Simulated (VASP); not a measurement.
# PtS2 (r.Ae) in VASP: single point with PBE

Aim: the single point of PtS2 (r.Ae) with PBE.

Everything below comes from runs of VASP 6.6.1. Logs are shortened: lines on timing, memory, paths and dates and some standing lists are left out, and cuts for length are marked.

### Step 1. The cell of the first run

The cell holds a sheet with vacuum, 3 atoms: a = 3.539 Å, b = 3.539 Å, c = 18.483 Å, α = 90.00°, β = 90.00°, γ = 120.00°.

### Step 2. Single point, PBE

File INCAR:

```
SYSTEM = PtS2
  PREC = Accurate
  ENCUT = 400
  EDIFF = 1E-6
  ISMEAR = 0
  SIGMA = 0.03
  LREAL = .FALSE.
  LASPH = .TRUE.
  NELM = 120
  ALGO = Normal
  ISIF = 2
  LWAVE = .FALSE.
  LCHARG = .TRUE.
  LDIPOL = .TRUE.
  IDIPOL = 3
  DIPOL = 0.5 0.5 0.500
  GGA = PE
  LELF = .TRUE.
  LVHAR = .TRUE.
  LVACPOTAV = .TRUE.
  NBANDS = 18
  GGA_COMPAT = .FALSE.
  NELMDL = -8
```

File KPOINTS:

```
Automatic mesh
0
G
  12 12 1
  0 0 0
```

File POSCAR:

```
PtS2
1.0
    3.5391602097      0.0000000000      0.0000000000
   -1.7695801049      3.0650026497      0.0000000000
    0.0000000000      0.0000000000     18.4827889855
S Pt
2 1
Direct
    0.3333333333      0.6666666667      0.4328351098
    0.6666666667      0.3333333333      0.5671648902
    0.0000000000      0.0000000000      0.5000000000
```

Potentials or basis: VASP PAW PBE potentials, release 64 (S, Pt).

Run with:

```console
$ cat potpaw_PBE.64/S/POTCAR potpaw_PBE.64/Pt/POTCAR > POTCAR
$ mpirun -np 1 vasp_std > vasp.out
```

OUTCAR:

```text
SYSTEM = PtS2
   PREC = Accurate
   ENCUT = 400
   EDIFF = 1E-6
   ISMEAR = 0
   LREAL = .FALSE.
   LASPH = .TRUE.
   NELM = 120
   ISIF = 2
   GGA = PE
   NELMDL = -8

 ion  position               nearest neighbor table
   1  0.333  0.667  0.433-   3 2.39   3 2.39   3 2.39
   2  0.667  0.333  0.567-   3 2.39   3 2.39   3 2.39
   3  0.000  0.000  0.500-   1 2.39   2 2.39   2 2.39   1 2.39   2 2.39   1 2.39

  LATTYP: Found a hexagonal cell.
 ALAT       =     3.5391602097
 C/A-ratio  =     5.2223657281

  Lattice vectors:

 A1 = (   3.5391602097,   0.0000000000,   0.0000000000)
 A2 = (  -1.7695801049,   3.0650026497,   0.0000000000)
 A3 = (   0.0000000000,   0.0000000000,  18.4827889855)

Analysis of symmetry for initial positions (statically):
=====================================================================
 Subroutine PRICEL returns:
 Original cell was already a primitive cell.

 Routine SETGRP: Setting up the symmetry group for a
 hexagonal supercell.

 Subroutine GETGRP returns: Found 12 space group operations
 (whereof 12 operations were pure point group operations)
 out of a pool of 24 trial point group operations.

The static configuration has the point symmetry D_3d.

Analysis of symmetry for dynamics (positions and initial velocities):
=====================================================================
 Subroutine PRICEL returns:
 Original cell was already a primitive cell.

 Routine SETGRP: Setting up the symmetry group for a
 hexagonal supercell.

 Subroutine GETGRP returns: Found 12 space group operations
 (whereof 12 operations were pure point group operations)
 out of a pool of 24 trial point group operations.

The dynamic configuration has the point symmetry D_3d.

 Subroutine INISYM returns: Found 12 space group operations
 (whereof 12 operations are pure point group operations),
 and found     1 'primitive' translations

----------------------------------------------------------------------------------------

                                     Primitive cell

  volume of cell :     200.4927

  direct lattice vectors                    reciprocal lattice vectors
     3.539160210  0.000000000  0.000000000     0.282552905  0.163131996  0.000000000
    -1.769580105  3.065002650  0.000000000     0.000000000  0.326263992  0.000000000
     0.000000000  0.000000000 18.482788986     0.000000000  0.000000000  0.054104389

  length of vectors
     3.539160210  3.539160210 18.482788986     0.326263992  0.326263992  0.054104389

  position of ions in fractional coordinates (direct lattice)
     0.333333333  0.666666667  0.432835110
     0.666666667  0.333333333  0.567164890
     0.000000000  0.000000000  0.500000000

  ion indices of the primitive-cell ions
   primitive index   ion index
                 1           1
                 2           2
                 3           3

----------------------------------------------------------------------------------------

 KPOINTS: Automatic mesh

Automatic generation of k-mesh.
 Grid dimensions read from file:
 generate k-points for:   12   12    1

 Generating k-lattice:

  Cartesian coordinates                     Fractional coordinates (reciprocal lattice)
     0.023546075  0.013594333  0.000000000     0.083333333 -0.000000000  0.000000000
     0.000000000  0.027188666  0.000000000     0.000000000  0.083333333  0.000000000
     0.000000000  0.000000000  0.054104389     0.000000000  0.000000000  1.000000000

  Length of vectors
     0.027188666  0.027188666  0.054104389

  Shift w.r.t. Gamma in fractional coordinates (k-lattice)
     0.000000000  0.000000000  0.000000000

 Subroutine IBZKPT returns following result:
 ===========================================

 Found     19 irreducible k-points:

 Following reciprocal coordinates:
            Coordinates               Weight
  0.000000  0.000000  0.000000      1.000000
  0.083333 -0.000000  0.000000      6.000000
  0.166667  0.000000  0.000000      6.000000
  0.250000  0.000000  0.000000      6.000000
  0.333333  0.000000  0.000000      6.000000
  0.416667  0.000000  0.000000      6.000000
[... 11 lines left out ...]
  0.333333  0.250000  0.000000     12.000000
  0.333333  0.333333  0.000000      2.000000
   k-points           NKPTS =     19   k-points in BZ     NKDIM =     19   number of bands    NBANDS=     18
   number of dos      NEDOS =    301   number of ions     NIONS =      3
   total plane-waves  NPLWV =  72576
   dimension x,y,z NGX =    24 NGY =   24 NGZ =  126
   dimension x,y,z NGXF=    48 NGYF=   48 NGZF=  252
   ions per type =               2   1
   NGX,Y,Z   is equivalent  to a cutoff of  11.27, 11.27, 11.33 a.u.
   NGXF,Y,Z  is equivalent  to a cutoff of  22.55, 22.55, 22.67 a.u.
 SYSTEM =  PtS2
   PREC   = accura    normal or accurate (medium, high low for compatibility)
   ISTART =      0    job   : 0-new  1-cont  2-samecut
   ICHARG =      2    charge: 1-file 2-atom 10-const
   ISPIN  =      1    spin polarized calculation?
   LNONCOLLINEAR =      F non collinear calculations
   LSORBIT =      F    spin-orbit coupling
   LASPH  =      T    aspherical Exc in radial PAW
   ENCUT  =  400.0 eV  29.40 Ry    5.42 a.u.   5.77  5.77 30.14*2*pi/ulx,y,z
   NELM   =    120;   NELMIN=  2; NELMDL= -8     # of ELM steps
   EDIFF  = 0.1E-05   stopping-criterion for ELM
   LREAL  =      F    real-space projection
   EDIFFG = 0.1E-04   stopping-criterion for IOM
   NSW    =      0    number of steps for IOM
   IBRION =     -1    ionic relax: 0-MD 1-quasi-New 2-CG
   NFREE  =      0    steps in history (QN), initial steepest desc. (CG)
   ISIF   =      2    stress and relaxation
   ISYM   =      2    0-nonsym 1-usesym 2-fastsym
   POTIM  = 0.5000    time-step for ionic-motion
   TEBEG  =    0.0;   TEEND  =   0.0 temperature during run
   PSTRESS=    0.0 pullay stress
   NELECT =      22.0000    total number of electrons
   NUPDOWN=      -1.0000    fix difference up-down
   EMIN   =  10.00;   EMAX   =-10.00  energy-range for DOS
   EFERMI =   0.00;   METHOD = LEGACY
   ISMEAR =     0;   SIGMA  =   0.03  broadening in eV -4-tet -1-fermi 0-gaus
   EFERMI_NEDOS =   21; number of points for ismear=-14 and -15
   IALGO  =     38    algorithm
   IMIX   =      4    mixing-type and parameters
     AMIX     =   0.40;   BMIX     =  1.00
     AMIX_MAG =   1.60;   BMIX_MAG =  1.00
  volume/ion in A,a.u.               =      66.83       451.00
  Fermi-wavevector in a.u.,A,eV,Ry     =   0.783760  1.481091  8.357774  0.614279
  Thomas-Fermi vector in A             =   1.887754
   LORBIT       =      0    0 simple, 1 ext, 2 COOP (PROOUT), +10 PAW based schemes
   GGA     = PE    functional components
   LHFCALC =     F    Hartree Fock is set to
   AEXX    =    0.0000 exact exchange contribution
   IVDW    =     0    specifies the selected vdW correction
   LEPSILON=     F    determine dielectric tensor
   LRPA    =     F    only Hartree local field effects (RPA)
 non-spin polarized calculation
 Gauss-broadening in eV      SIGMA  =   0.03
  energy-cutoff  :      400.00
  volume of cell :      200.49
 maximum number of plane-waves:      3668
 NGX is ok and might be reduce to    24
   NGX = 11   NGY = 11   NGZ = 61

 number of electron      21.9999989 magnetization

 dipolmoment           0.000000      0.000000     -0.000000 electrons x Angstroem

 Free energy of the ion-electron system (eV)
  ---------------------------------------------------
  ext. energy  EPLUGINS =         0.00000000
  ---------------------------------------------------
  free energy    TOTEN  =       -15.45141611 eV

  energy without entropy =      -15.45141611  energy(sigma->0) =      -15.45141611

 E-fermi :  -2.8081     XC(G=0):  -3.5916

 val. band max:       -3.0059453584   @ k =   0.0833   0.0833   0.0000
 cond. band min:      -1.1765485606   @ k =   0.2500   0.0000   0.0000
 fundamental gap:      1.8293967978
 Fermi energy:        -2.8081009951

 k-point     1 :       0.0000    0.0000    0.0000
  band No.  band energies     occupation
      1     -17.0418      2.00000
      2     -14.8339      2.00000
      3      -8.5430      2.00000
      4      -8.5430      2.00000
      5      -8.2718      2.00000
      6      -5.8767      2.00000
[... 10 lines left out ...]
     17       3.4467      0.00000
     18       4.6465      0.00000

 k-point     2 :       0.0833   -0.0000    0.0000
  band No.  band energies     occupation
      1     -16.9540      2.00000
      2     -14.8523      2.00000
      3      -8.5382      2.00000
      4      -8.4885      2.00000
      5      -8.1905      2.00000
      6      -6.0105      2.00000
[... 10 lines left out ...]
     17       3.6568      0.00000
     18       4.7459      0.00000

 k-point     3 :       0.1667    0.0000    0.0000
  band No.  band energies     occupation
      1     -16.7015      2.00000
      2     -14.9032      2.00000
      3      -8.5048      2.00000
      4      -8.3433      2.00000
      5      -7.9594      2.00000
      6      -6.4545      2.00000
[... 10 lines left out ...]
     17       4.0460      0.00000
     18       4.8622      0.00000

 k-point     4 :       0.2500    0.0000    0.0000
  band No.  band energies     occupation
      1     -16.3204      2.00000
      2     -14.9722      2.00000
      3      -8.4387      2.00000
      4      -8.1664      2.00000
      5      -7.6821      2.00000
      6      -7.0642      2.00000
[... 270 lines left out ...]
      4      -8.1228      2.00000
      5      -7.5598      2.00000
      6      -6.7592      2.00000
[... 10 lines left out ...]
     17       6.4663      0.00000
     18       6.5396      0.00000

 k-point    18 :       0.3333    0.2500    0.0000
  band No.  band energies     occupation
      1     -15.1905      2.00000
      2     -15.1004      2.00000
      3      -8.7057      2.00000
      4      -8.1547      2.00000
      5      -7.6753      2.00000
      6      -6.5613      2.00000
[... 10 lines left out ...]
     17       6.4176      0.00000
     18       6.8486      0.00000

 k-point    19 :       0.3333    0.3333    0.0000
  band No.  band energies     occupation
      1     -15.1106      2.00000
      2     -15.1106      2.00000
      3      -8.3650      2.00000
      4      -8.1719      2.00000
      5      -8.1719      2.00000
      6      -6.4602      2.00000
[... 10 lines left out ...]
     17       6.4670      0.00000
     18       6.5764      0.00000

------------------------ aborting loop because EDIFF is reached ----------------------------------------

  FORCE on cell =-STRESS in cart. coord.  units (eV):
  Direction    XX          YY          ZZ          XY          YZ          ZX
  --------------------------------------------------------------------------------------
  -------------------------------------------------------------------------------------
  Total        0.7852821      0.7852821      0.1113189     -0.0000000      0.0000000      0.0000000
  in kB        6.2753464      6.2753464      0.8895714     -0.0000000      0.0000000      0.0000000
  external PRESSURE =       4.4800881 kB  Pullay stress =       0.0000000 kB

 VOLUME and BASIS-vectors are now :
 -----------------------------------------------------------------------------
  energy-cutoff  :      400.00
  volume of cell :      200.49
      direct lattice vectors                 reciprocal lattice vectors
     3.539160210  0.000000000  0.000000000     0.282552905  0.163131996  0.000000000
    -1.769580105  3.065002650  0.000000000     0.000000000  0.326263992  0.000000000
     0.000000000  0.000000000 18.482788986     0.000000000  0.000000000  0.054104389

 POSITION                                       TOTAL-FORCE (eV/Angst)
 -----------------------------------------------------------------------------------
     -0.00000      2.04334      8.00000        -0.000000      0.000000     -0.053272
      1.76958      1.02167     10.48279        -0.000000     -0.000000      0.053272
      0.00000      0.00000      9.24139         0.000000      0.000000      0.000000
 -----------------------------------------------------------------------------------
    total drift:                                0.000000     -0.000000     -0.000000

  FREE ENERGIE OF THE ION-ELECTRON SYSTEM (eV)
  ---------------------------------------------------
  free  energy   TOTEN  =       -15.4514161141 eV

  energy  without entropy=      -15.4514161141  energy(sigma->0) =      -15.45141611

 vacuum level on the upper side and lower side of the slab         3.337         3.337
```

It took 77 s on 1 thread of Intel Xeon Platinum 8488C (Sapphire Rapids), shared host; peak memory 0.26 GiB.

Results:

| Item | Value |
| --- | --- |
| Free energy | -15.4514 eV |
| Largest force | 0.053 eV/Å |
| Band gap on the k mesh | 1.83 eV, indirect (least direct gap 1.98 eV) |

Forces in eV/Å, atoms in the order of the input:
```
S    0.000  0.000 -0.053
S    0.000  0.000  0.053
Pt   0.000  0.000  0.000
```

Caveat: spin-orbit coupling is left out, which moves the levels of the heavy elements.
